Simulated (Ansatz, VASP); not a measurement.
# Two plane-wave programs on TaN

```xyz
2
Lattice="2.9285 0.0000 0.0000 -1.4643 2.5362 0.0000 0.0000 0.0000 2.8808" Properties=species:S:1:pos:R:3 pbc="T T T"
Ta    0.0000    1.6908    1.4404
N     0.0000    0.0000    0.0000
```

Alike in both runs: functional PBE; dispersion D3(BJ); k mesh 18 × 18 × 14; occupations gaussian, width 0.1 eV; no spin polarisation.

Ansatz relaxed the structure, and its values are those at the end. VASP's run is a single point on that final structure, the one shown.

|  | VASP | Ansatz |
| --- | --- | --- |
| version | VASP 6.6.1 | Ansatz 0.2.0 |
| potentials or method | VASP PAW PBE potentials, release 64 (Ta_pv, N), cutoff 520 eV | scalar-relativistic, plane waves, PAW |
| valence electrons in the cell | 16 | 18 |

```csv
,VASP,Ansatz,Ansatz less VASP
gap on the k mesh at the Fermi level (eV),none,none,-
pressure (GPa),0.7,0.0,-0.75
```

A gap of «none» marks a metal or a gap that the smearing closes. VASP's potentials hold 16 valence electrons a cell and Ansatz's 18, so a difference there can come from the potentials and not from the codes.

Neither program's run includes spin-orbit coupling.
